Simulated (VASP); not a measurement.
# LiCl in VASP: notebook

Aim: see how the results for LiCl move with the level of theory and the settings. Levels: PBEsol+D3(BJ), PBEsol, PBEsol+D4, revPBE, PBE+D4. Tasks: single point.

Program: VASP 6.6.1. These are calculated values, not measurements. Logs are shortened: lines on timing, memory, paths and dates and some standing lists are left out, and cuts for length are marked.

## Step 1: The cell of the first run

The structure is cubic, space group Fm-3m (No. 225). The conventional cell has a = 4.987 Å, b = 4.987 Å, c = 4.987 Å, α = 90.00°, β = 90.00°, γ = 90.00°. Cl (site symmetry m-3m) has 6 Li at 2.49 Å within 3.3 Å. Li (site symmetry m-3m) has 6 Cl at 2.49 Å within 3.3 Å.

## Step 2: Single point, PBEsol+D3(BJ)

INCAR reads:

```
  ALGO = Normal
  EDIFF = 1E-6
  ENCUT = 520
  GGA = PS
  ISIF = 2
  ISMEAR = -1
  IVDW = 12
  LASPH = T
  LCHARG = F
  LREAL = F
  LWAVE = F
  NBANDS = 12
  NELM = 80
  PREC = Accurate
  SIGMA = 0.05
```

KPOINTS reads:

```
k-points
0
Gamma
  9 9 9
```

POSCAR reads:

```
LiCl
1.0
    0.0000000000      2.4937479662      2.4937479662
    2.4937479662      0.0000000000      2.4937479662
    2.4937479662      2.4937479662      0.0000000000
Cl Li
1 1
Direct
    0.5000000000      0.5000000000      0.5000000000
    0.0000000000      0.0000000000      0.0000000000
```

Potentials or basis: VASP PAW PBE potentials, release 64 (Cl, Li_sv).

On the command line:

```
$ cat potpaw_PBE.64/Cl/POTCAR potpaw_PBE.64/Li_sv/POTCAR > POTCAR
$ mpirun -np 1 vasp_std > vasp.out
```

OUTCAR:

```text
EDIFF = 1E-6
   ENCUT = 520
   GGA = PS
   ISIF = 2
   ISMEAR = -1
   IVDW = 12
   LASPH = T
   LREAL = F
   NELM = 80
   PREC = Accurate
 IVDW          = 12

 ion  position               nearest neighbor table
   1  0.500  0.500  0.500-   2 2.49   2 2.49   2 2.49   2 2.49   2 2.49   2 2.49
   2  0.000  0.000  0.000-   1 2.49   1 2.49   1 2.49   1 2.49   1 2.49   1 2.49

  LATTYP: Found a face centered cubic cell.
 ALAT       =     4.9874959324

  Lattice vectors:

 A1 = (   0.0000000000,   2.4937479662,   2.4937479662)
 A2 = (   2.4937479662,   0.0000000000,   2.4937479662)
 A3 = (   2.4937479662,   2.4937479662,   0.0000000000)

Analysis of symmetry for initial positions (statically):
=====================================================================
 Subroutine PRICEL returns:
 Original cell was already a primitive cell.

 Routine SETGRP: Setting up the symmetry group for a
 face centered cubic supercell.

 Subroutine GETGRP returns: Found 48 space group operations
 (whereof 48 operations were pure point group operations)
 out of a pool of 48 trial point group operations.

The static configuration has the point symmetry O_h .

Analysis of symmetry for dynamics (positions and initial velocities):
=====================================================================
 Subroutine PRICEL returns:
 Original cell was already a primitive cell.

 Routine SETGRP: Setting up the symmetry group for a
 face centered cubic supercell.

 Subroutine GETGRP returns: Found 48 space group operations
 (whereof 48 operations were pure point group operations)
 out of a pool of 48 trial point group operations.

The dynamic configuration has the point symmetry O_h .

 Subroutine INISYM returns: Found 48 space group operations
 (whereof 48 operations are pure point group operations),
 and found     1 'primitive' translations

----------------------------------------------------------------------------------------

                                     Primitive cell

  volume of cell :      31.0161

  direct lattice vectors                    reciprocal lattice vectors
     0.000000000  2.493747966  2.493747966    -0.200501417  0.200501417  0.200501417
     2.493747966  0.000000000  2.493747966     0.200501417 -0.200501417  0.200501417
     2.493747966  2.493747966  0.000000000     0.200501417  0.200501417 -0.200501417

  length of vectors
     3.526692195  3.526692195  3.526692195     0.347278641  0.347278641  0.347278641

  position of ions in fractional coordinates (direct lattice)
     0.500000000  0.500000000  0.500000000
     0.000000000  0.000000000  0.000000000

  ion indices of the primitive-cell ions
   primitive index   ion index
                 1           1
                 2           2

----------------------------------------------------------------------------------------

 KPOINTS: k-points

Automatic generation of k-mesh.
 Grid dimensions read from file:
 generate k-points for:    9    9    9

 Generating k-lattice:

  Cartesian coordinates                     Fractional coordinates (reciprocal lattice)
    -0.022277935  0.022277935  0.022277935     0.111111111  0.000000000  0.000000000
     0.022277935 -0.022277935  0.022277935     0.000000000  0.111111111  0.000000000
     0.022277935  0.022277935 -0.022277935     0.000000000  0.000000000  0.111111111

  Length of vectors
     0.038586516  0.038586516  0.038586516

  Shift w.r.t. Gamma in fractional coordinates (k-lattice)
     0.000000000  0.000000000  0.000000000

 Subroutine IBZKPT returns following result:
 ===========================================

 Found     35 irreducible k-points:

 Following reciprocal coordinates:
            Coordinates               Weight
  0.000000  0.000000  0.000000      1.000000
  0.111111  0.000000  0.000000      8.000000
  0.222222  0.000000  0.000000      8.000000
  0.333333  0.000000  0.000000      8.000000
  0.444444  0.000000  0.000000      8.000000
  0.111111  0.111111  0.000000      6.000000
[... 16 lines left out ...]
 -0.333333  0.333333  0.000000     12.000000
  0.444444  0.444444  0.000000      6.000000
 [... further k-points ...]
   k-points           NKPTS =     35   k-points in BZ     NKDIM =     35   number of bands    NBANDS=     12
   number of dos      NEDOS =    301   number of ions     NIONS =      2
   total plane-waves  NPLWV =  21952
   dimension x,y,z NGX =    28 NGY =   28 NGZ =   28
   dimension x,y,z NGXF=    56 NGYF=   56 NGZF=   56
   ions per type =               1   1
   NGX,Y,Z   is equivalent  to a cutoff of  13.20, 13.20, 13.20 a.u.
   NGXF,Y,Z  is equivalent  to a cutoff of  26.40, 26.40, 26.40 a.u.
 SYSTEM =  unknown system
   PREC   = accura    normal or accurate (medium, high low for compatibility)
   ISTART =      0    job   : 0-new  1-cont  2-samecut
   ICHARG =      2    charge: 1-file 2-atom 10-const
   ISPIN  =      1    spin polarized calculation?
   LNONCOLLINEAR =      F non collinear calculations
   LSORBIT =      F    spin-orbit coupling
   LASPH  =      T    aspherical Exc in radial PAW
   ENCUT  =  520.0 eV  38.22 Ry    6.18 a.u.   6.56  6.56  6.56*2*pi/ulx,y,z
   NELM   =     80;   NELMIN=  2; NELMDL= -5     # of ELM steps
   EDIFF  = 0.1E-05   stopping-criterion for ELM
   LREAL  =      F    real-space projection
   EDIFFG = 0.1E-04   stopping-criterion for IOM
   NSW    =      0    number of steps for IOM
   IBRION =     -1    ionic relax: 0-MD 1-quasi-New 2-CG
   NFREE  =      0    steps in history (QN), initial steepest desc. (CG)
   ISIF   =      2    stress and relaxation
   ISYM   =      2    0-nonsym 1-usesym 2-fastsym
   POTIM  = 0.5000    time-step for ionic-motion
   TEBEG  =    0.0;   TEEND  =   0.0 temperature during run
   PSTRESS=    0.0 pullay stress
   NELECT =      10.0000    total number of electrons
   NUPDOWN=      -1.0000    fix difference up-down
   EMIN   =  10.00;   EMAX   =-10.00  energy-range for DOS
   EFERMI =   0.00;   METHOD = LEGACY
   ISMEAR =    -1;   SIGMA  =   0.05  broadening in eV -4-tet -1-fermi 0-gaus
   EFERMI_NEDOS =   21; number of points for ismear=-14 and -15
   IALGO  =     38    algorithm
   IMIX   =      4    mixing-type and parameters
     AMIX     =   0.40;   BMIX     =  1.00
     AMIX_MAG =   1.60;   BMIX_MAG =  1.00
  volume/ion in A,a.u.               =      15.51       104.65
  Fermi-wavevector in a.u.,A,eV,Ry     =   1.122567  2.121344 17.145473  1.260157
  Thomas-Fermi vector in A             =   2.259228
   LORBIT       =      0    0 simple, 1 ext, 2 COOP (PROOUT), +10 PAW based schemes
   GGA     = PS    functional components
   LHFCALC =     F    Hartree Fock is set to
   AEXX    =    0.0000 exact exchange contribution
   IVDW    =    12    specifies the selected vdW correction
   LEPSILON=     F    determine dielectric tensor
   LRPA    =     F    only Hartree local field effects (RPA)
 non-spin polarized calculation
  energy-cutoff  :      520.00
  volume of cell :       31.02
 maximum number of plane-waves:       869
 NGX is ok and might be reduce to    28
   NGX = 13   NGY = 13   NGZ = 13

 number of electron      10.0000000 magnetization

 number of electron       9.9999991 magnetization

 Free energy of the ion-electron system (eV)
  ---------------------------------------------------
  ext. energy  EPLUGINS =         0.00000000
  ---------------------------------------------------
  free energy    TOTEN  =        -7.63096370 eV

  energy without entropy =       -7.63096370  energy(sigma->0) =       -7.63096370

 E-fermi :   2.3489     XC(G=0):  -9.2818

 val. band max:        1.2020737401   @ k =   0.0000   0.0000   0.0000
 cond. band min:       7.8463156398   @ k =   0.0000   0.0000   0.0000
 fundamental gap:      6.6442418997
 Fermi energy:         2.3489191234

 k-point     1 :       0.0000    0.0000    0.0000
  band No.  band energies     occupation
      1     -41.4881      2.00000
      2     -12.5113      2.00000
      3       1.2021      2.00000
      4       1.2021      2.00000
      5       1.2021      2.00000
      6       7.8463      0.00000
      7      13.0745      0.00000
      8      13.0745      0.00000
      9      13.0745      0.00000
     10      16.0128      0.00000
     11      16.0132      0.00000
     12      16.1047      0.00000

 k-point     2 :       0.1111    0.0000    0.0000
  band No.  band energies     occupation
      1     -41.4875      2.00000
      2     -12.4386      2.00000
      3       0.7119      2.00000
      4       1.1628      2.00000
      5       1.1628      2.00000
      6       8.2368      0.00000
      7      12.4066      0.00000
      8      13.0892      0.00000
      9      13.0892      0.00000
     10      14.4787      0.00000
     11      14.4787      0.00000
     12      16.4944      0.00000

 k-point     3 :       0.2222    0.0000    0.0000
  band No.  band energies     occupation
      1     -41.4860      2.00000
      2     -12.2446      2.00000
      3      -0.3366      2.00000
      4       1.0685      2.00000
      5       1.0685      2.00000
      6       8.5870      0.00000
      7      12.1608      0.00000
      8      12.1608      0.00000
      9      12.2174      0.00000
     10      14.9392      0.00000
     11      14.9392      0.00000
     12      17.0156      0.00000
[... 286 lines left out ...]
 k-point    23 :      -0.3333    0.3333    0.0000
  band No.  band energies     occupation
      1     -41.4820      2.00000
      2     -11.5843      2.00000
      3      -1.3620      2.00000
      4      -1.1539      2.00000
      5       0.4362      2.00000
      6       9.2563      0.00000
      7      12.1192      0.00000
      8      12.3368      0.00000
      9      12.3980      0.00000
     10      16.0892      0.00000
     11      17.5168      0.00000
     12      20.2083      0.00000

 k-point    24 :       0.4444    0.4444    0.0000
  band No.  band energies     occupation
      1     -41.4819      2.00000
      2     -11.5305      2.00000
      3      -2.0692      2.00000
      4      -0.0574      2.00000
      5      -0.0574      2.00000
      6       9.2115      0.00000
      7       9.2170      0.00000
      8      13.9154      0.00000
      9      15.6560      0.00000
     10      15.6560      0.00000
     11      18.4892      0.00000
     12      20.4451      0.00000

 [... further k-points ...]

------------------------ aborting loop because EDIFF is reached ----------------------------------------

 Edisp (eV)   -0.39481

 E8    (eV) :    -0.2339

  FORCE on cell =-STRESS in cart. coord.  units (eV):
  Direction    XX          YY          ZZ          XY          YZ          ZX
  --------------------------------------------------------------------------------------
  -------------------------------------------------------------------------------------
  Total      -0.07406    -0.07406    -0.07406    -0.00000     0.00000     0.00000
  in kB      -3.82580    -3.82580    -3.82580    -0.00000     0.00000     0.00000
  external pressure =       -3.83 kB  Pullay stress =        0.00 kB

 VOLUME and BASIS-vectors are now :
 -----------------------------------------------------------------------------
  energy-cutoff  :      520.00
  volume of cell :       31.02
      direct lattice vectors                 reciprocal lattice vectors
     0.000000000  2.493747966  2.493747966    -0.200501417  0.200501417  0.200501417
     2.493747966  0.000000000  2.493747966     0.200501417 -0.200501417  0.200501417
     2.493747966  2.493747966  0.000000000     0.200501417  0.200501417 -0.200501417

 POSITION                                       TOTAL-FORCE (eV/Angst)
 -----------------------------------------------------------------------------------
      2.49375      2.49375      2.49375        -0.000000     -0.000000      0.000000
      0.00000      0.00000      0.00000         0.000000      0.000000     -0.000000
 -----------------------------------------------------------------------------------
    total drift:                                0.000000      0.000000      0.000000

  FREE ENERGIE OF THE ION-ELECTRON SYSTEM (eV)
  ---------------------------------------------------
  free  energy   TOTEN  =        -8.0257783714 eV

  energy  without entropy=       -8.0257783714  energy(sigma->0) =       -8.02577837
```

Run time: 5.3 s. Hardware: 1 thread of Intel Xeon 6975P-C (Granite Rapids), shared host; peak memory 0.16 GiB.

What came out:

| Property | Result |
| --- | --- |
| Free energy | -8.0258 eV |
| Band gap on the k mesh | 6.64 eV, direct |
| Dispersion energy per atom | -0.197 eV |

Levels at points of the mesh, in eV from the valence-band top:
```
           k point  band 1  band 2  band 3  band 4  band 5  band 6  band 7  band 8  band 9  band 10
(0.00, 0.00, 0.00)  -42.69  -13.71    0.00    0.00    0.00    6.64   11.87   11.87   11.87    14.81
```

Caveat: the cutoff is under 1.25 times the usual one of these potentials, so pressure, stress and relaxed cells hold a basis-set (Pulay) error; three body term missing; the PAW data sets were made with another functional, which shifts forces and pressure a little. As with any semilocal functional, this PBEsol gap is likely too small.

## Step 3: Single point, PBEsol

This run uses another cell than the first one, of 16.22 Å³/atom, 1.046 times its volume.

INCAR reads:

```
PREC = Accurate
ENCUT = 520
EDIFF = 1E-6
ISMEAR = -1
SIGMA = 0.05
LREAL = False
LASPH = True
NELM = 80
ALGO = Normal
ISIF = 2
LWAVE = False
LCHARG = True
GGA = PS
LELF = True
LVHAR = True
NBANDS = 12
```

KPOINTS reads:

```
regular mesh
0
Gamma
  9 9 9
```

POSCAR reads:

```
LiCl
1.0
    0.0000000000      2.5314064927      2.5314064927
    2.5314064927      0.0000000000      2.5314064927
    2.5314064927      2.5314064927      0.0000000000
Cl Li
1 1
Direct
    0.5000000000      0.5000000000      0.5000000000
    0.0000000000      0.0000000000      0.0000000000
```

Potentials or basis: VASP PAW PBE potentials, release 64 (Cl, Li_sv).

On the command line:

```
$ cat potpaw_PBE.64/Cl/POTCAR potpaw_PBE.64/Li_sv/POTCAR > POTCAR
$ mpirun -np 1 vasp_std > vasp.out
```

Wall time 5.7 s (1 thread of Intel Xeon 6975P-C (Granite Rapids), shared host); peak memory 0.15 GiB.

Results (log left out):

| Item | Value |
| --- | --- |
| Free energy | -7.6391 eV |
| Band gap on the k mesh | 6.36 eV, direct |

Levels at points of the mesh, in eV from the valence-band top:
```csv
k point,band 3,band 4,band 5,band 6,band 7,band 8
"(0.00, 0.00, 0.00)",0.00,0.00,0.00,6.36,11.84,11.84
```

Caveat: the cutoff is under 1.25 times the usual one of these potentials, so pressure, stress and relaxed cells hold a basis-set (Pulay) error; the PAW data sets were made with another functional, which shifts forces and pressure a little. A k mesh can miss the band edges.

[end of part 1 of 2]
